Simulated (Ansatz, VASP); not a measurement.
## Mg4Br in VASP and in Ansatz

The input INCAR:

```
  PREC = Accurate
  ENCUT = 600
  EDIFF = 1E-6
  ISMEAR = 0
  SIGMA = 0.1
  LREAL = False
  LASPH = True
  NELM = 60
  ALGO = Normal
  ISIF = 3
  LWAVE = False
  LCHARG = False
  GGA = PE
  IBRION = 2
  NSW = 90
  EDIFFG = -0.04
```

The input KPOINTS:

```
regular mesh
0
Gamma
  4 4 6
```

File POSCAR:

```
Mg4Br
1.0
    4.2542784400      0.0000000000      0.0000000000
    0.0000000000      4.2542784400      0.0000000000
    0.0000000000      0.0000000000      3.4968921800
Mg Br
4 1
Direct
    0.8154992100      0.0000000000      0.5000000000
    0.1845007900      0.0000000000      0.5000000000
    0.0000000000      0.8154992100      0.5000000000
    0.0000000000      0.1845007900      0.5000000000
    0.5000000000      0.5000000000      0.5000000000
```

Input for Ansatz:

```yaml
crystal:
  lattice:
    - [4.25427844, 0.0, 0.0]
    - [0.0, 4.25427844, 0.0]
    - [0.0, 0.0, 3.49689218]
  atoms:
    - { symbol: Mg, position: [0.81549921, 0.0, 0.5] }
    - { symbol: Mg, position: [0.18450079, 0.0, 0.5] }
    - { symbol: Mg, position: [0.0, 0.81549921, 0.5] }
    - { symbol: Mg, position: [0.0, 0.18450079, 0.5] }
    - { symbol: Br, position: [0.5, 0.5, 0.5] }
basis:
  ecutwfc: 420
kpoints:
  mp_grid: { grid: [4, 4, 6] }
hamiltonian:
  xc: pbe
scf:
  occupations: { method: gaussian, width: 0.1 }
  lower_state_search: "off"
output:
  forces: true
  stress: true
  eigenvalues: true
relax:
  adjacent_minimum: "off"
  f_tol: 0.04
  max_steps: 70
  cell: { stress_tol: 0.4 }
```

Alike in both runs: task relaxation of cell and atoms; functional PBE; k mesh 4 × 4 × 6; occupations gaussian, width 0.1 eV; no spin polarisation.

```csv
,VASP,Ansatz
version,VASP 6.6.1,Ansatz 0.2.0
potentials or method,"VASP PAW PBE potentials, release 64 (Mg, Br), cutoff 600 eV","scalar-relativistic, plane waves, PAW"
valence electrons in the cell,15,47
```

|  | VASP | Ansatz | Ansatz less VASP |
| --- | --- | --- | --- |
| gap on the k mesh at the Fermi level, each at its own relaxed structure (eV) | none | none | - |
| relaxed volume (Å³/atom) | 30.47 | 30.47 | -0.002 |
| relaxed cell length with the largest relative difference (Å) | 3.025 | 3.024 | -0.0007 |

A gap of «none» marks a metal or a gap that the smearing closes. VASP's potentials hold 15 valence electrons a cell and Ansatz's 47, so a difference there can come from the potentials and not from the codes.

The k mesh is coarse, so the values compare programs but aren't converged. Noted on VASP's run: the volume moved by over 15 % at a fixed basis, so the end points are rough.
